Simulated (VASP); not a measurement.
# MoS2 (C2/m) in VASP: a series of runs, part 2 of 2

VASP 6.6.1.

### Step 3. Single point, PBE+D3(BJ)

This run uses another cell than the first one, of 16.89 Å³/atom.

File INCAR:

```
ALGO = Fast
EDIFF = 1E-7
ENCUT = 520
GGA = PE
ISIF = 2
ISMEAR = 0
IVDW = 12
LASPH = T
LCHARG = F
LREAL = F
LWAVE = F
NBANDS = 49
NELM = 100
PREC = Accurate
SIGMA = 0.15
```

File KPOINTS:

```
k-points
0
Gamma
  14 14 3
```

File POSCAR:

```
MoS2
1.0
   -3.1342106946      0.0000000000      0.0000000000
   -1.5671053473     -2.7143060823      0.0000000000
   -1.7629935157     -1.0178647809     17.8635570258
Mo S
3 6
Direct
    0.6041604167      0.6041604167      0.1666833333
    0.6874937500     -0.3125062500      0.8333500000
    0.1458270833      0.1458270833      0.5000166667
    0.3205195585      0.3205195585      0.9230589552
   -0.2211471082      0.7788528918      0.5897256219
    0.2371862251      0.2371862251      0.2563922885
    0.5128012749      0.5128012749      0.4103077115
    0.9711346082     -0.0288653918      0.0769743781
    0.0544679415      0.0544679415      0.7436410448
```

Potentials or basis: VASP PAW PBE potentials, release 64 (Mo_sv, S).

Run with:

```console
cat potpaw_PBE.64/Mo_sv/POTCAR potpaw_PBE.64/S/POTCAR > POTCAR
mpirun -np 1 vasp_std > vasp.out
```

OUTCAR:

```text
EDIFF = 1E-7
   ENCUT = 520
   GGA = PE
   ISIF = 2
   ISMEAR = 0
   IVDW = 12
   LASPH = T
   LREAL = F
   NELM = 100
   PREC = Accurate
 IVDW          = 12

 ion  position               nearest neighbor table
   1  0.604  0.604  0.167-   6 2.42   6 2.42   8 2.42   8 2.42   8 2.42   6 2.42
   2  0.687  0.687  0.833-   4 2.42   9 2.42   4 2.42   9 2.42   4 2.42   9 2.42
   3  0.146  0.146  0.500-   7 2.42   7 2.42   5 2.42   5 2.42   5 2.42   7 2.42
   4  0.321  0.321  0.923-   2 2.42   2 2.42   2 2.42
   5  0.779  0.779  0.590-   3 2.42   3 2.42   3 2.42
   6  0.237  0.237  0.256-   1 2.42   1 2.42   1 2.42
   7  0.513  0.513  0.410-   3 2.42   3 2.42   3 2.42
   8  0.971  0.971  0.077-   1 2.42   1 2.42   1 2.42
   9  0.054  0.054  0.744-   2 2.42   2 2.42   2 2.42

  LATTYP: Found a base centered monoclinic cell.
 ALAT       =     5.4286121647
 B/A-ratio  =     0.5773502692
 C/A-ratio  =     3.3119291067
 COS(beta)  =    -0.1132270613

  Lattice vectors:

 A1 = (   3.1342106946,   0.0000000000,   0.0000000000)
 A2 = (   1.5671053473,   2.7143060823,   0.0000000000)
 A3 = (  -1.7629935157,  -1.0178647809,  17.8635570258)

Analysis of symmetry for initial positions (statically):
=====================================================================
 Subroutine PRICEL returns:
 Original cell was already a primitive cell.

 Routine SETGRP: Setting up the symmetry group for a
 base centered monoclinic supercell.

 Subroutine GETGRP returns: Found  4 space group operations
 (whereof  2 operations were pure point group operations)
 out of a pool of  4 trial point group operations.

The static configuration has the point symmetry C_1h.
 The point group associated with its full space group is C_2h.

Analysis of symmetry for dynamics (positions and initial velocities):
=====================================================================
 Subroutine PRICEL returns:
 Original cell was already a primitive cell.

[... 148 lines left out ...]
   LHFCALC =     F    Hartree Fock is set to
   AEXX    =    0.0000 exact exchange contribution
   IVDW    =    12    specifies the selected vdW correction
   LEPSILON=     F    determine dielectric tensor
   LRPA    =     F    only Hartree local field effects (RPA)
 non-spin polarized calculation
 RMM-DIIS sequential band-by-band and
 Gauss-broadening in eV      SIGMA  =   0.15
  energy-cutoff  :      520.00
  volume of cell :      151.97
 maximum number of plane-waves:      4123
   NGX = 11   NGY = 11   NGZ = 67

 number of electron      78.0000010 magnetization

 Free energy of the ion-electron system (eV)
  ---------------------------------------------------
  ext. energy  EPLUGINS =         0.00000000
  ---------------------------------------------------
  free energy    TOTEN  =       -62.82553225 eV

  energy without entropy =      -62.79362139  energy(sigma->0) =      -62.80957682

 E-fermi :   8.4138     XC(G=0): -11.2174

 val. band max:        8.4097623076   @ k =  -0.1429  -0.2857   0.3333
 cond. band min:       8.4161454947   @ k =  -0.3571   0.3571  -0.0000
 fundamental gap:      0.0063831871
 Fermi energy:         8.4138396629

 k-point     1 :       0.0000    0.0000    0.0000
  band No.  band energies     occupation
      1     -53.2991      2.00000
      2     -53.2991      2.00000
      3     -53.2711      2.00000
      4     -27.3951      2.00000
      5     -27.3950      2.00000
      6     -27.3665      2.00000
[... 1237 lines left out ...]
     48      11.1774      0.00000
     49      11.4934      0.00000

 [... further k-points ...]

------------------------ aborting loop because EDIFF is reached ----------------------------------------

 Edisp (eV)   -4.04910

 E8    (eV) :    -1.6346

  FORCE on cell =-STRESS in cart. coord.  units (eV):
  Direction    XX          YY          ZZ          XY          YZ          ZX
  --------------------------------------------------------------------------------------
  -------------------------------------------------------------------------------------
  Total       0.38566     0.28013    -0.32689     0.09139     0.10268     0.17784
  in kB       4.06593     2.95335    -3.44635     0.96352     1.08250     1.87495
  external pressure =        1.19 kB  Pullay stress =        0.00 kB

 VOLUME and BASIS-vectors are now :
 -----------------------------------------------------------------------------
  energy-cutoff  :      520.00
  volume of cell :      151.97
      direct lattice vectors                 reciprocal lattice vectors
    -3.134210695  0.000000000  0.000000000    -0.319059597  0.184209144 -0.020992460
    -1.567105347 -2.714306082  0.000000000     0.000000000 -0.368418288 -0.020992460
    -1.762993516 -1.017864781 17.863557026     0.000000000  0.000000000  0.055979892

 POSITION                                       TOTAL-FORCE (eV/Angst)
 -----------------------------------------------------------------------------------
     -3.13421     -1.80954      2.97756         0.018648      0.010766     -0.128647
     -4.70132     -2.71431     14.88660        -0.018648     -0.010766      0.128647
     -1.56711     -0.90477      8.93208        -0.000000     -0.000000     -0.000000
     -3.13421     -1.80954     16.48912        -0.032868     -0.018976     -0.153445
     -4.70132     -2.71431     10.53460        -0.000385     -0.000222     -0.014856
     -1.56711     -0.90477      4.58008        -0.002643     -0.001526      0.004422
     -3.13421     -1.80954      7.32956         0.000385      0.000222      0.014856
     -4.70132     -2.71431      1.37504         0.032868      0.018976      0.153445
     -1.56711     -0.90477     13.28407         0.002643      0.001526     -0.004422
 -----------------------------------------------------------------------------------
    total drift:                               -0.000000     -0.000000     -0.000003

  FREE ENERGIE OF THE ION-ELECTRON SYSTEM (eV)
  ---------------------------------------------------
  free  energy   TOTEN  =       -66.8746281703 eV

  energy  without entropy=      -66.8427173030  energy(sigma->0) =      -66.85867274
```

OSZICAR:

```text
N       E                     dE             d eps       ncg     rms          rms(c)
DAV:   1     0.712816169844E+03    0.71282E+03   -0.43795E+04 17188   0.152E+03
DAV:   2    -0.260676320490E+02   -0.73888E+03   -0.71451E+03 19022   0.397E+02
DAV:   3    -0.663009863548E+02   -0.40233E+02   -0.38991E+02 19679   0.833E+01
[... 10 lines left out ...]
RMM:  14    -0.628255083757E+02   -0.28651E-05   -0.65281E-04 20321   0.869E-02    0.237E-02
RMM:  15    -0.628255303860E+02   -0.22010E-04   -0.21620E-04 22343   0.406E-02    0.167E-02
RMM:  16    -0.628255315472E+02   -0.11612E-05   -0.29660E-05 20633   0.165E-02    0.647E-03
RMM:  17    -0.628255320770E+02   -0.52980E-06   -0.84861E-06 21357   0.946E-03    0.263E-03
RMM:  18    -0.628255322593E+02   -0.18230E-06   -0.20390E-06 19296   0.401E-03    0.192E-03
RMM:  19    -0.628255322535E+02    0.57753E-08   -0.32997E-07 13820   0.167E-03
   1 F= -.66874628E+02 E0= -.66858673E+02  d E =-.319109E-01
```

stdout:

```text
POSCAR found type information on POSCAR MoS
 POSCAR found :  2 types and       9 ions
 scaLAPACK will be used
 LDA part: xc-table for (Slater+PW92), standard interpolation
 POSCAR, INCAR and KPOINTS ok, starting setup
 FFT: planning ... GRIDC
 FFT: planning ... GRID_SOFT
 FFT: planning ... GRID
 WAVECAR not read
 entering main loop
```

Wall time 35 min (1 thread of Oxide Virtual Turin-like, shared host); peak memory 0.87 GiB.

Results:

```yaml
Free_energy: -66.8746 eV
Pressure: 0.1 GPa
Largest_force: 0.158 eV/Å
Band_gap_on_the_k_mesh: zero (bands 39 and 40 overlap by 0.56 eV)
Dispersion_energy_per_atom: -0.450 eV
```

Forces in eV/Å, atoms in the order of the input:
```
Mo   0.019  0.011 -0.129
Mo  -0.019 -0.011  0.129
Mo   0.000  0.000  0.000
S   -0.033 -0.019 -0.153
S    0.000  0.000 -0.015
S   -0.003 -0.002  0.004
S    0.000  0.000  0.015
S    0.033  0.019  0.153
S    0.003  0.002 -0.004
```

### Step 4. Single point, PBE+D3(BJ)

This run uses another cell than the first one, of 16.65 Å³/atom.

File INCAR:

```
SYSTEM = MoS2
ALGO     = Fast           ! electronic algorithm
EDIFF    = 1E-6           ! SCF threshold, eV
ENCUT    = 520            ! plane-wave cutoff, eV
GGA      = PE             ! functional
ISIF     = 2              ! what is computed and relaxed
ISMEAR   = 0              ! smearing method
IVDW     = 12             ! dispersion correction
LASPH    = .TRUE.         ! aspherical terms in the spheres
LCHARG   = .TRUE.         ! write CHGCAR
LELF     = .TRUE.         ! ELF
LREAL    = .FALSE.        ! projectors in reciprocal space
LVHAR    = .TRUE.       
LWAVE    = .FALSE.        ! write WAVECAR
NBANDS   = 49             ! bands
NELM     = 80             ! most SCF steps
PREC     = Accurate       ! precision mode
SIGMA    = 0.15           ! smearing width, eV
```

File KPOINTS:

```
k-points
0
G
  14 14 3
  0 0 0
```

File POSCAR:

```
MoS2
1.0
   -3.1342106946      0.0000000000      0.0000000000
   -1.5671053473     -2.7143060823      0.0000000000
   -4.1136515366     -2.3750178220     17.6135570258
Mo S
3 6
Direct
    0.5187486412      0.5187486412      0.1690491719
    0.2604690340     -0.7395309660      0.8451782468
   -0.1103911624     -0.1103911624      0.5071137094
   -0.1524737675     -0.1524737675      0.9361604962
   -0.5233339639      0.4766660361      0.5980959587
    0.1058058397      0.1058058397      0.2600314213
    0.3025516391      0.3025516391      0.4161314601
    0.9316914427     -0.0683085573      0.0780669226
   -0.3265881645     -0.3265881645      0.7541959975
```

Run with:

```console
cat potpaw_PBE.64/Mo_sv/POTCAR potpaw_PBE.64/S/POTCAR > POTCAR
mpirun -np 1 vasp_std > vasp.out
```

It took 23 min on 1 thread of Oxide Virtual Turin-like, shared host; peak memory 0.86 GiB.

Results (log left out):

| Property | Result |
| --- | --- |
| Free energy | -66.7446 eV |
| Pressure | 0.7 GPa |
| Largest force | 0.579 eV/Å |
| Band gap on the k mesh | zero (bands 39 and 40 overlap by 0.64 eV) |
| Dispersion energy per atom | -0.457 eV |

Forces in eV/Å, atoms in the order of the input:
```
Mo  -0.203 -0.117  0.031
Mo   0.203  0.117 -0.031
Mo   0.000  0.000  0.000
S    0.187  0.108 -0.537
S    0.001  0.001 -0.029
S    0.038  0.022 -0.034
S   -0.001 -0.001  0.029
S   -0.187 -0.108  0.537
S   -0.038 -0.022  0.034
```

Stress tensor (GPa, compression positive):
```
 0.21 -0.15 -1.36
-0.15  0.39 -0.79
-1.36 -0.79  1.38
```

Levels at points of the mesh, in eV from the Fermi level:
```
           k point  band 36  band 37  band 38  band 39  band 40  band 41  band 42  band 43
(0.00, 0.00, 0.00)    -0.79    -0.78    -0.27    -0.17    -0.17    -0.16    -0.04    -0.03
(0.50, 0.00, 0.00)    -2.06    -1.59    -1.56    -1.30     1.37     1.38     1.38     1.83
(0.50, 0.50, 0.00)    -1.77    -1.52    -1.41    -1.35     1.37     1.38     1.38     1.86
```

### Step 5. The runs side by side

```csv
cell,cutoff (eV),gap on the mesh (eV),pressure (GPa),largest force (eV/Å)
"a = 3.134, b = 3.134, c = 19.787 Å, angles 79.7, 79.7, 60.0°, 9 atoms",500,none,-0.1,0.11
"a = 3.134, b = 3.134, c = 17.979 Å, angles 84.4, 84.4, 60.0°, 9 atoms",520,none,0.1,0.16
"a = 3.134, b = 3.134, c = 18.243 Å, angles 77.0, 77.0, 60.0°, 9 atoms",520,none,0.7,0.58
```

Alike in all rows: task single point; level PBE+D3(BJ); potentials or basis VASP PAW PBE potentials, release 64 (Mo_sv, S); no spin polarisation; k mesh 14 × 14 × 3; smearing gaussian 0.15 eV.

Absolute energies hang on the potentials; compare differences alone.
